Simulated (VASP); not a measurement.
Set up this calculation in VASP 6.6.1, as the native input.

```
Task                   : relaxation of cell and atoms
Functional             : PBEsol
Potentials or basis    : VASP PAW PBE potentials, release 64 (Nb_sv, O)
Cutoff                 : 600 eV
k mesh                 : 4 × 4 × 4
Occupations            : gaussian, width 0.1 eV
Spin                   : no spin polarisation
Dipole correction      : no
Further INCAR settings : ALGO = Normal; EDIFF = 1e-07; IBRION = 2; EDIFFG = -0.05; NSW = 100; ISIF = 3
```

The structure of Nb3O lies in POSCAR:

```
Nb3O
1.0
    4.7799942857      0.0000000000      0.0000000000
    0.0000000000      4.7799942857      0.0000000000
    0.0000000000      0.0000000000      4.7799942857
Nb O
6 2
Direct
    0.2500000000      0.0000000000      0.5000000000
    0.5000000000      0.7500000000      0.0000000000
    0.7500000000      0.0000000000      0.5000000000
    0.5000000000      0.2500000000      0.0000000000
    0.0000000000      0.5000000000      0.7500000000
    0.0000000000      0.5000000000      0.2500000000
    0.0000000000      0.0000000000      0.0000000000
    0.5000000000      0.5000000000      0.5000000000
```

These files were run (other wordings do the same):

INCAR

```
SYSTEM = Nb3O
ALGO     = Normal         ! electronic algorithm
EDIFF    = 1E-7           ! SCF threshold, eV
EDIFFG   = -0.05          ! ionic threshold
ENCUT    = 600            ! plane-wave cutoff, eV
GGA      = PS             ! functional
IBRION   = 2              ! ionic algorithm
ISIF     = 3              ! what is computed and relaxed
ISMEAR   = 0              ! smearing method
LASPH    = .TRUE.         ! aspherical terms in the spheres
LCHARG   = .FALSE.        ! write CHGCAR
LREAL    = .FALSE.        ! projectors in reciprocal space
LWAVE    = .FALSE.        ! write WAVECAR
NELM     = 60             ! most SCF steps
NSW      = 100            ! ionic steps
PREC     = Accurate       ! precision mode
SIGMA    = 0.1            ! smearing width, eV
```

KPOINTS

```
k-points
0
G
  4 4 4
  0 0 0
```

Potentials or basis: VASP PAW PBE potentials, release 64 (Nb_sv, O).

Run with:

```sh
$ cat potpaw_PBE.64/Nb_sv/POTCAR potpaw_PBE.64/O/POTCAR > POTCAR
$ mpirun -np 1 vasp_std > vasp.out
```

Results of the run:

* Relaxed volume: 14.72 Å³/atom
* Relaxed cell: a = 4.902 Å, b = 4.902 Å, c = 4.902 Å, α = 90.00°, β = 90.00°, γ = 90.00°
* Space group after relaxing (to 0.1 Å): Pm-3n (No. 223)
* Energy gained by relaxing: 45.9 meV/atom
* Ionic steps: 3
* Pressure after relaxing: -0.3 GPa
* Band gap on the k mesh: zero (bands 45 and 46 overlap by 0.48 eV)

Caveat: the PAW data sets were made with another functional, which shifts forces and pressure a little.

Run time: 14 min on 1 thread of Intel Xeon 8259CL, with other jobs on the host, peak memory 0.24 GiB.
